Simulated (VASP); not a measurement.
Input of a VASP 6.6.1 run:

File INCAR:

```
ALGO = Normal
EDIFF = 1E-7
ENCUT = 520
ISIF = 2
ISMEAR = -1
LASPH = True
LCHARG = True
LELF = True
LREAL = False
LVHAR = True
LWAVE = False
NBANDS = 16
NELM = 60
PREC = Accurate
SIGMA = 0.03
```

Contents of KPOINTS:

```
k-points
0
Gamma
  10 10 10
```

POSCAR

```
InSb
1.0
    0.0000000000      3.1743180000      3.2391000000
    3.1743180000      0.0000000000      3.2391000000
    3.1743180000      3.1743180000      0.0000000000
In Sb
1 1
Direct
    0.0000000000      0.0000000000      0.0000000000
    0.7500000000      0.7500000000      0.7500000000
```

Potentials or basis: VASP PAW LDA potentials, release 64 (In_d, Sb).

The run is started by

```bash
$ cat potpaw_LDA.64/In_d/POTCAR potpaw_LDA.64/Sb/POTCAR > POTCAR
$ mpirun -np 1 vasp_std > vasp.out
```

Task: Predict the band gap on the k mesh.

Result: Zero (filled and empty bands touch).

Task: What does it give for the pressure?

Result: 1.5 GPa.

Stress tensor (GPa, compression positive):
```
1.66 0.00 0.00
0.00 1.66 0.00
0.00 0.00 1.05
```

Caveat: the cell differs from its parent crystal (equal xx and yy strain of -2 %); semilocal functionals underestimate gaps, and a narrow one can read as zero; spin-orbit coupling is left out, which moves the levels of the heavy elements.
